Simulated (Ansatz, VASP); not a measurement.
# Pd: VASP beside Ansatz

```
CELL_PARAMETERS angstrom
0.00000 1.92545 1.94490
1.92545 0.00000 1.94490
1.92545 1.92545 0.00000
ATOMIC_POSITIONS crystal
Pd 0.00000 0.00000 0.00000
```

Change from the starting cell: equal xx and yy strain of -1 %.

Alike in both runs: task single point; functional LDA; k mesh 18 × 18 × 18; occupations fermi-dirac, width 0.05 eV; no spin polarisation.

|  | VASP | Ansatz |
| --- | --- | --- |
| version | VASP 6.6.1 | Ansatz 0.2.0 |
| potentials or method | VASP PAW LDA potentials, release 64 (Pd), cutoff 520 eV | all-electron LAPW, scalar-relativistic |

```tsv
	VASP	Ansatz	Ansatz less VASP
pressure (GPa)	-3.9	-4.1	-0.28
traceless stress, the component that is largest in VASP (GPa)	-0.45	-0.46	-0.003
```

LDA's correlation is that of Perdew and Zunger in VASP and of Perdew and Wang (1992) in Ansatz. Ansatz ran all-electron here, and VASP with PAW potentials.
